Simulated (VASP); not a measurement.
## ZnS: single point with r2SCAN+rVV10

ZnS:

```
Zn S
1.0
     0.00000    2.68416    2.68416
     2.68416    0.00000    2.68416
     2.68416    2.68416    0.00000
Zn S
1 1
Direct
  0.00000 0.00000 0.00000
  0.75000 0.75000 0.75000
```

| Property | Result |
| --- | --- |
| Program | VASP 6.6.1 |
| Task | single point |
| Functional | r2SCAN |
| Dispersion | rVV10 |
| Potentials or basis | VASP PAW PBE potentials, release 64 (Zn, S) |
| Cutoff | 550 eV |
| k mesh | 8 × 8 × 8 |
| Occupations | gaussian, width 0.02 eV |
| Spin | no spin polarisation |
| Dipole correction | no |
| Further INCAR settings | ALGO = Normal; EDIFF = 1e-06; NBANDS = 16 |

* Pressure: 0.1 GPa
* Band gap on the k mesh: 2.72 eV

Levels at points of the mesh, in eV from the valence-band top:
```
           k point  band 6  band 7  band 8  band 9  band 10  band 11  band 12  band 13
(0.00, 0.00, 0.00)   -6.00    0.00    0.00    0.00     2.72     6.87     6.87     6.87
(0.50, 0.00, 0.00)   -5.80   -5.55   -0.92   -0.92     3.82     7.35     7.35     9.41
(0.50, 0.50, 0.00)   -5.78   -4.70   -2.37   -2.37     3.61     4.44    11.86    12.94
```

Wall time 2.8 min on 1 thread of Intel(R) Xeon(R) Platinum 8375C CPU @ 2.90GHz (Ice Lake), on a shared host, peak memory 0.27 GiB.

Caveat: the PAW data sets were made with another functional, which shifts forces and pressure a little.
